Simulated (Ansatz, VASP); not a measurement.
**MoS2: VASP beside Ansatz**

INCAR

```
PREC = Accurate
ENCUT = 520
EDIFF = 1E-6
ISMEAR = 0
SIGMA = 0.011
LREAL = F
LASPH = T
NELM = 80
ALGO = Normal
ISIF = 2
LWAVE = F
LCHARG = F
GGA = PE
NBANDS = 20
```

Contents of KPOINTS:

```
regular mesh
0
Gamma
  9 9 4
```

File POSCAR:

```
MoS2
1.0
    3.2274645616      0.0000000000      0.0000000000
   -1.6137322808      2.7950663001      0.0000000000
    0.0000000000      0.0000000000      6.3124734200
Mo S
1 2
Direct
    0.0000000000      0.0000000000      0.5000000000
    0.6666666667      0.3333333333      0.7446806800
    0.3333333333      0.6666666667      0.2553193200
```

Contents of input.yaml:

```yaml
crystal:
  lattice:
    - [3.2274645616, 0.0, 0.0]
    - [-1.6137322808, 2.7950663001, 0.0]
    - [0.0, 0.0, 6.31247342]
  atoms:
    - { symbol: Mo, position: [0.0, 0.0, 0.5] }
    - { symbol: S, position: [0.6666666667, 0.3333333333, 0.74468068] }
    - { symbol: S, position: [0.3333333333, 0.6666666667, 0.25531932] }
hamiltonian:
  xc: pbe
  pseudopotentials: { kind: paw }
kpoints:
  mp_grid: { grid: [9, 9, 4] }
scf:
  occupations: { method: gaussian, width: 0.011 }
output:
  forces: true
  stress: true
  eigenvalues: true
```

Alike in both runs: task single point; functional PBE; k mesh 9 × 9 × 4; occupations gaussian, width 0.011 eV; no spin polarisation.

|  | VASP | Ansatz |
| --- | --- | --- |
| version | VASP 6.6.1 | Ansatz 0.2.0 |
| potentials or method | VASP PAW PBE potentials, release 64 (Mo_sv, S) | Ansatz PAW |
| plane-wave cutoff (eV) | 520 | 420 |
| valence electrons in the cell | 26 | 26 |

```csv
,VASP,Ansatz,Ansatz less VASP
gap on the k mesh at the Fermi level (eV),none,none,-
pressure (GPa),0.9,1.1,+0.11
"traceless stress, the component that is largest in VASP (GPa)",2.03,2.01,-0.011
rms of the force components (eV/Å),0.137,0.141,+0.0040
```

Atom by atom the forces differ by 0.004 eV/Å (rms over components). A gap of «none» marks a metal or a gap that the smearing closes. The functional is the same, so the differences come from potentials, cutoffs and numerics.
